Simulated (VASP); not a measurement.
Write the native input for VASP 6.6.1 that does the following.

| Property | Result |
| --- | --- |
| Task | electric field gradients |
| Functional | PBE |
| Potentials or basis | VASP PAW PBE potentials, release 64 (Sb) |
| Cutoff | 520 eV |
| k mesh | 13 × 13 × 13 |
| Occupations | fermi-dirac, width 0.05 eV |
| Spin | no spin polarisation |
| Dipole correction | no |
| Further INCAR settings | ALGO = Normal; EDIFF = 1e-08; NBANDS = 8 |

The structure of Sb lies in POSCAR:

```
Sb
1.0
    3.1280786256      0.0000000000      0.0000000000
    0.0000000000      3.1280786256      0.0000000000
    0.0000000000      0.0000000000      3.1280786256
Sb
1
Direct
    0.0000000000      0.0000000000      0.0000000000
```

This cell differs from its parent crystal: volume scaled by 0.97.

One way to write it, as run:

INCAR

```
SYSTEM = Sb
PREC     = Accurate       ! precision mode
ENCUT    = 520            ! plane-wave cutoff, eV
EDIFF    = 1E-8           ! SCF threshold, eV
ISMEAR   = -1             ! smearing method
SIGMA    = 0.05           ! smearing width, eV
LREAL    = .False.        ! projectors in reciprocal space
LASPH    = .True.         ! aspherical terms in the spheres
NELM     = 60             ! most SCF steps
ALGO     = Normal         ! electronic algorithm
ISIF     = 2              ! what is computed and relaxed
LWAVE    = .False.        ! write WAVECAR
LCHARG   = .False.        ! write CHGCAR
GGA      = PE             ! functional
LEFG     = .True.       
NBANDS   = 8              ! bands
```

KPOINTS

```
regular mesh
0
Gamma
  13 13 13
  0 0 0
```

Potentials or basis: VASP PAW PBE potentials, release 64 (Sb).

Launch:

```bash
$ cat potpaw_PBE.64/Sb/POTCAR > POTCAR
$ mpirun -np 1 vasp_std > vasp.out
```

It gave:

```json
{"Pressure": "-1.1 GPa"}
```

Caveat: without QUAD_EFG the Cq values of the log hold for a quadrupole moment of 1 mb, not for the nuclei.

It took 19 s on 1 thread of Intel Xeon 8259CL (shared host), peak memory 0.14 GiB.
